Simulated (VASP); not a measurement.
A run of VASP 6.6.1 is set up as follows.

File INCAR:

```
SYSTEM = Al
ALGO = Normal
EDIFF = 1E-6
ENCUT = 520
GGA = PE
ISIF = 2
ISMEAR = -1
LASPH = .TRUE.
LCHARG = .FALSE.
LREAL = Auto
LWAVE = .FALSE.
NBANDS = 54
NELM = 60
PREC = Accurate
SIGMA = 0.05
```

File KPOINTS:

```
k-points
0
G
  3 2 1
  0 0 0
```

File POSCAR:

```
Al
1.0
    5.7275650000      0.0000000000      0.0000000000
    0.0000000000      8.5913470000      0.0000000000
    0.0000000000      0.0000000000     19.0750000000
Al
24
Direct
    0.2500000000      0.1666666667      0.0524246000
    0.7500000000      0.1666666667      0.0524246000
    0.2500000000      0.5000000000      0.0524246000
    0.7500000000      0.5000000000      0.0524246000
    0.2500000000      0.8333333333      0.0524246000
    0.7500000000      0.8333333333      0.0524246000
    0.0000000000      0.0000000000      0.1561056711
    0.5000000000      0.0000000000      0.1561056711
    0.0000000000      0.3333333333      0.1561056711
    0.5000000000      0.3333333333      0.1561056711
    0.0000000000      0.6666666667      0.1561056711
    0.5000000000      0.6666666667      0.1561056711
    0.2500000000      0.1666666667      0.2643237864
    0.7500000000      0.1666666667      0.2643237864
    0.2500000000      0.5000000000      0.2643237864
    0.7500000000      0.5000000000      0.2643237864
    0.2500000000      0.8333333333      0.2643237864
    0.7500000000      0.8333333333      0.2643237864
    0.0000000000      0.0000000000      0.3679838546
    0.5000000000      0.0000000000      0.3679838546
    0.0000000000      0.3333333333      0.3679838546
    0.5000000000      0.3333333333      0.3679838546
    0.0000000000      0.6666666667      0.3679838546
    0.5000000000      0.6666666667      0.3679838546
```

Potentials or basis: VASP PAW PBE potentials, release 64 (Al).

Command:

```console
$ cat potpaw_PBE.64/Al/POTCAR > POTCAR
$ mpirun -np 1 vasp_std > vasp.out
```

(1) Predict the band gap on the k mesh.

(2) Estimate the largest force.

Answers

(1) zero (band 36 reaches 1.37 eV, above the bottom of band 37 at 0.90 eV).

(2) 0.012 eV/Å.

Caveat: the k points lie up to 0.37 Å⁻¹ apart.
